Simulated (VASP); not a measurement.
# Au (Fm-3m) in VASP: a series of runs

Runs on Au. Level: PBEsol. Tasks: single point, relaxation of cell and atoms.

All numbers are computed with VASP 6.6.1; they aren't measurements. Logs are shortened: lines on timing, memory, paths and dates and some standing lists are left out, and cuts for length are marked.

**1. The cell of the first run**

The structure is cubic, space group Fm-3m (No. 225). The conventional cell has a = 4.084 Å, b = 4.084 Å, c = 4.084 Å, α = 90.00°, β = 90.00°, γ = 90.00°. Within 3.8 Å of Au (site symmetry m-3m) lie 12 Au at 2.89 Å.

**2. Single point, PBEsol**

INCAR

```
SYSTEM = Au
ALGO     = Normal         ! electronic algorithm
EDIFF    = 1E-7           ! SCF threshold, eV
ENCUT    = 520            ! plane-wave cutoff, eV
GGA      = PS             ! functional
ISIF     = 2              ! what is computed and relaxed
ISMEAR   = 0              ! smearing method
LASPH    = .True.         ! aspherical terms in the spheres
LCHARG   = .False.        ! write CHGCAR
LREAL    = .False.        ! projectors in reciprocal space
LWAVE    = .False.        ! write WAVECAR
NBANDS   = 12             ! bands
NELM     = 80             ! most SCF steps
PREC     = Accurate       ! precision mode
SIGMA    = 0.1            ! smearing width, eV
```

KPOINTS

```
k-points
0
Gamma
  18 18 18
  0 0 0
```

POSCAR

```
Au
1.0
    0.0000000000      2.0418614720      2.0418614720
    2.0418614720      0.0000000000      2.0418614720
    2.0418614720      2.0418614720      0.0000000000
Au
1
Direct
    0.0000000000      0.0000000000      0.0000000000
```

Potentials or basis: VASP PAW PBE potentials, release 64 (Au).

Run with:

```console
$ cat potpaw_PBE.64/Au/POTCAR > POTCAR
$ mpirun -np 1 vasp_std > vasp.out
```

OUTCAR:

```text
SYSTEM = Au
   EDIFF = 1E-7
   ENCUT = 520
   GGA = PS
   ISIF = 2
   ISMEAR = 0
   LASPH = .True.
   LREAL = .False.
   NELM = 80
   PREC = Accurate

 ion  position               nearest neighbor table
   1  0.000  0.000  0.000-

  LATTYP: Found a face centered cubic cell.
 ALAT       =     4.0837229440

  Lattice vectors:

 A1 = (   0.0000000000,   2.0418614720,   2.0418614720)
 A2 = (   2.0418614720,   0.0000000000,   2.0418614720)
 A3 = (   2.0418614720,   2.0418614720,   0.0000000000)

Analysis of symmetry for initial positions (statically):
=====================================================================
 Subroutine PRICEL returns:
 Original cell was already a primitive cell.

 Routine SETGRP: Setting up the symmetry group for a
 face centered cubic supercell.

 Subroutine GETGRP returns: Found 48 space group operations
 (whereof 48 operations were pure point group operations)
 out of a pool of 48 trial point group operations.

The static configuration has the point symmetry O_h .

Analysis of symmetry for dynamics (positions and initial velocities):
=====================================================================
 Subroutine PRICEL returns:
 Original cell was already a primitive cell.

 Routine SETGRP: Setting up the symmetry group for a
 face centered cubic supercell.

 Subroutine GETGRP returns: Found 48 space group operations
 (whereof 48 operations were pure point group operations)
 out of a pool of 48 trial point group operations.

The dynamic configuration has the point symmetry O_h .

 Subroutine INISYM returns: Found 48 space group operations
 (whereof 48 operations are pure point group operations),
 and found     1 'primitive' translations

----------------------------------------------------------------------------------------

                                     Primitive cell

  volume of cell :      17.0259

  direct lattice vectors                    reciprocal lattice vectors
     0.000000000  2.041861472  2.041861472    -0.244874595  0.244874595  0.244874595
     2.041861472  0.000000000  2.041861472     0.244874595 -0.244874595  0.244874595
     2.041861472  2.041861472  0.000000000     0.244874595  0.244874595 -0.244874595

  length of vectors
     2.887628186  2.887628186  2.887628186     0.424135239  0.424135239  0.424135239

  position of ions in fractional coordinates (direct lattice)
     0.000000000  0.000000000  0.000000000

  ion indices of the primitive-cell ions
   primitive index   ion index
                 1           1

----------------------------------------------------------------------------------------

 KPOINTS: k-points

Automatic generation of k-mesh.
 Grid dimensions read from file:
 generate k-points for:   18   18   18

 Generating k-lattice:

  Cartesian coordinates                     Fractional coordinates (reciprocal lattice)
    -0.013604144  0.013604144  0.013604144     0.055555556  0.000000000  0.000000000
     0.013604144 -0.013604144  0.013604144     0.000000000  0.055555556  0.000000000
     0.013604144  0.013604144 -0.013604144     0.000000000  0.000000000  0.055555556

  Length of vectors
     0.023563069  0.023563069  0.023563069

  Shift w.r.t. Gamma in fractional coordinates (k-lattice)
     0.000000000  0.000000000  0.000000000

 Subroutine IBZKPT returns following result:
 ===========================================

 Found    195 irreducible k-points:

 Following reciprocal coordinates:
            Coordinates               Weight
  0.000000  0.000000  0.000000      1.000000
  0.055556  0.000000  0.000000      8.000000
  0.111111  0.000000  0.000000      8.000000
  0.166667  0.000000  0.000000      8.000000
  0.222222  0.000000  0.000000      8.000000
  0.277778  0.000000  0.000000      8.000000
[... 16 lines left out ...]
 -0.277778  0.055556  0.000000     24.000000
 -0.222222  0.055556  0.000000     24.000000
 [... further k-points ...]
   k-points           NKPTS =    195   k-points in BZ     NKDIM =    195   number of bands    NBANDS=     12
   number of dos      NEDOS =    301   number of ions     NIONS =      1
   total plane-waves  NPLWV =  13824
   dimension x,y,z NGX =    24 NGY =   24 NGZ =   24
   dimension x,y,z NGXF=    48 NGYF=   48 NGZF=   48
   ions per type =               1
   NGX,Y,Z   is equivalent  to a cutoff of  13.82, 13.82, 13.82 a.u.
   NGXF,Y,Z  is equivalent  to a cutoff of  27.63, 27.63, 27.63 a.u.
 SYSTEM =  Au
   PREC   = accura    normal or accurate (medium, high low for compatibility)
   ISTART =      0    job   : 0-new  1-cont  2-samecut
   ICHARG =      2    charge: 1-file 2-atom 10-const
   ISPIN  =      1    spin polarized calculation?
   LNONCOLLINEAR =      F non collinear calculations
   LSORBIT =      F    spin-orbit coupling
   LASPH  =      T    aspherical Exc in radial PAW
   ENCUT  =  520.0 eV  38.22 Ry    6.18 a.u.   5.37  5.37  5.37*2*pi/ulx,y,z
   NELM   =     80;   NELMIN=  2; NELMDL= -5     # of ELM steps
   EDIFF  = 0.1E-06   stopping-criterion for ELM
   LREAL  =      F    real-space projection
   EDIFFG = 0.1E-05   stopping-criterion for IOM
   NSW    =      0    number of steps for IOM
   IBRION =     -1    ionic relax: 0-MD 1-quasi-New 2-CG
   NFREE  =      0    steps in history (QN), initial steepest desc. (CG)
   ISIF   =      2    stress and relaxation
   ISYM   =      2    0-nonsym 1-usesym 2-fastsym
   POTIM  = 0.5000    time-step for ionic-motion
   TEBEG  =    0.0;   TEEND  =   0.0 temperature during run
   PSTRESS=    0.0 pullay stress
   NELECT =      11.0000    total number of electrons
   NUPDOWN=      -1.0000    fix difference up-down
   EMIN   =  10.00;   EMAX   =-10.00  energy-range for DOS
   EFERMI =   0.00;   METHOD = LEGACY
   ISMEAR =     0;   SIGMA  =   0.10  broadening in eV -4-tet -1-fermi 0-gaus
   EFERMI_NEDOS =   21; number of points for ismear=-14 and -15
   IALGO  =     38    algorithm
   IMIX   =      4    mixing-type and parameters
     AMIX     =   0.40;   BMIX     =  1.00
     AMIX_MAG =   1.60;   BMIX_MAG =  1.00
  volume/ion in A,a.u.               =      17.03       114.90
  Fermi-wavevector in a.u.,A,eV,Ry     =   1.415260  2.674453 27.251923  2.002960
  Thomas-Fermi vector in A             =   2.536717
   LORBIT       =      0    0 simple, 1 ext, 2 COOP (PROOUT), +10 PAW based schemes
   GGA     = PS    functional components
   LHFCALC =     F    Hartree Fock is set to
   AEXX    =    0.0000 exact exchange contribution
   IVDW    =     0    specifies the selected vdW correction
   LEPSILON=     F    determine dielectric tensor
   LRPA    =     F    only Hartree local field effects (RPA)
 non-spin polarized calculation
 Gauss-broadening in eV      SIGMA  =   0.10
  energy-cutoff  :      520.00
  volume of cell :       17.03
 maximum number of plane-waves:       473
 NGX is ok and might be reduce to    24
   NGX = 11   NGY = 11   NGZ = 11

 number of electron      11.0000000 magnetization

 Free energy of the ion-electron system (eV)
  ---------------------------------------------------
  ext. energy  EPLUGINS =         0.00000000
  ---------------------------------------------------
  free energy    TOTEN  =        -3.92508138 eV

  energy without entropy =       -3.92365995  energy(sigma->0) =       -3.92437066

 E-fermi :   9.2636     XC(G=0): -12.8899

 val. band max:        9.2614360305   @ k =   0.5000   0.1667   0.0556
 cond. band min:       9.2684954684   @ k =   0.5000   0.2778   0.1111
 fundamental gap:      0.0070594379
 Fermi energy:         9.2636405557

 k-point     1 :       0.0000    0.0000    0.0000
  band No.  band energies     occupation
      1      -0.6369      2.00000
      2       4.6113      2.00000
      3       4.6113      2.00000
      4       4.6113      2.00000
      5       6.1440      2.00000
      6       6.1440      2.00000
      7      23.7924      0.00000
      8      27.7923      0.00000
      9      27.7923      0.00000
     10      27.7923      0.00000
     11      32.6614      0.00000
     12      37.3359      0.00000

 k-point     2 :       0.0556    0.0000    0.0000
  band No.  band energies     occupation
      1      -0.5288      2.00000
      2       4.5751      2.00000
      3       4.6490      2.00000
      4       4.6490      2.00000
      5       6.1266      2.00000
      6       6.1266      2.00000
      7      23.9219      0.00000
      8      27.0745      0.00000
      9      27.9216      0.00000
     10      27.9216      0.00000
     11      33.2790      0.00000
     12      35.9900      0.00000

 k-point     3 :       0.1111    0.0000    0.0000
  band No.  band energies     occupation
      1      -0.2131      2.00000
      2       4.4831      2.00000
      3       4.7474      2.00000
      4       4.7474      2.00000
      5       6.0910      2.00000
      6       6.0910      2.00000
      7      24.2157      0.00000
      8      25.5946      0.00000
      9      28.2871      0.00000
     10      28.2871      0.00000
     11      33.0571      0.00000
     12      35.3552      0.00000

 k-point     4 :       0.1667    0.0000    0.0000
  band No.  band energies     occupation
      1       0.2795      2.00000
      2       4.3866      2.00000
      3       4.8576      2.00000
      4       4.8576      2.00000
      5       6.0901      2.00000
      6       6.0901      2.00000
      7      23.4752      0.00000
      8      24.8959      0.00000
      9      28.8042      0.00000
     10      28.8042      0.00000
     11      31.6447      0.00000
     12      33.8696      0.00000

 k-point     5 :       0.2222    0.0000    0.0000
  band No.  band energies     occupation
      1       0.8766      2.00000
      2       4.3823      2.00000
      3       4.9056      2.00000
      4       4.9056      2.00000
      5       6.1996      2.00000
      6       6.1996      2.00000
      7      21.5009      0.00000
      8      24.9749      0.00000
      9      29.2258      0.00000
     10      29.2258      0.00000
     11      30.9548      0.00000
     12      32.6296      0.00000
[... 228 lines left out ...]
      1       2.0224      2.00000
      2       4.6045      2.00000
      3       4.6903      2.00000
      4       6.2779      2.00000
      5       7.0099      2.00000
      6       7.7982      2.00000
      7      14.4173      0.00000
      8      23.5931      0.00000
      9      26.0191      0.00000
     10      27.2991      0.00000
     11      33.2594      0.00000
     12      33.9185      0.00000

 k-point    22 :      -0.3333    0.0556    0.0000
  band No.  band energies     occupation
      1       1.9393      2.00000
      2       4.6989      2.00000
      3       4.7782      2.00000
      4       5.4135      2.00000
      5       6.6797      2.00000
      6       7.2650      2.00000
      7      16.4679      0.00000
      8      23.9943      0.00000
      9      26.5210      0.00000
     10      28.4376      0.00000
     11      32.0980      0.00000
     12      33.2410      0.00000

 k-point    23 :      -0.2778    0.0556    0.0000
  band No.  band energies     occupation
      1       1.6714      2.00000
      2       4.6364      2.00000
      3       4.8652      2.00000
      4       4.8833      2.00000
      5       6.3298      2.00000
      6       6.8627      2.00000
      7      18.6574      0.00000
      8      24.4873      0.00000
      9      27.2043      0.00000
     10      29.8270      0.00000
     11      30.8625      0.00000
     12      32.3577      0.00000

 k-point    24 :      -0.2222    0.0556    0.0000
  band No.  band energies     occupation
      1       1.1671      2.00000
      2       4.3336      2.00000
      3       4.9181      2.00000
      4       4.9572      2.00000
      5       6.0459      2.00000
      6       6.5306      2.00000
      7      20.8471      0.00000
      8      24.8800      0.00000
      9      27.8109      0.00000
     10      30.0835      0.00000
     11      30.6911      0.00000
     12      32.1317      0.00000

 [... further k-points ...]
[... 5 lines left out ...]
  --------------------------------------------------------------------------------------
  -------------------------------------------------------------------------------------
  Total       -0.0315067     -0.0315067     -0.0315067     -0.0000000      0.0000000     -0.0000000
  in kB       -2.9648630     -2.9648630     -2.9648630     -0.0000000      0.0000000     -0.0000000
  external PRESSURE =      -2.9648630 kB  Pullay stress =       0.0000000 kB

 VOLUME and BASIS-vectors are now :
 -----------------------------------------------------------------------------
  energy-cutoff  :      520.00
  volume of cell :       17.03
      direct lattice vectors                 reciprocal lattice vectors
     0.000000000  2.041861472  2.041861472    -0.244874595  0.244874595  0.244874595
     2.041861472  0.000000000  2.041861472     0.244874595 -0.244874595  0.244874595
     2.041861472  2.041861472  0.000000000     0.244874595  0.244874595 -0.244874595

 POSITION                                       TOTAL-FORCE (eV/Angst)
 -----------------------------------------------------------------------------------
      0.00000      0.00000      0.00000         0.000000      0.000000      0.000000
 -----------------------------------------------------------------------------------
    total drift:                               -0.000000      0.000000     -0.000000

  FREE ENERGIE OF THE ION-ELECTRON SYSTEM (eV)
  ---------------------------------------------------
  free  energy   TOTEN  =        -3.9250813790 eV

  energy  without entropy=       -3.9236599477  energy(sigma->0) =       -3.92437066
```

Run time: 15 s. Hardware: 1 thread of AMD EPYC 9R45 (Zen 5), shared host; peak memory 0.14 GiB.

What came out:

* Free energy: -3.9251 eV
* Pressure: -0.3 GPa

Caveat: the PAW data sets were made with another functional, which shifts forces and pressure a little; spin-orbit coupling is left out, which moves the levels of the heavy elements.

(Part 1 of 2 ends here.)
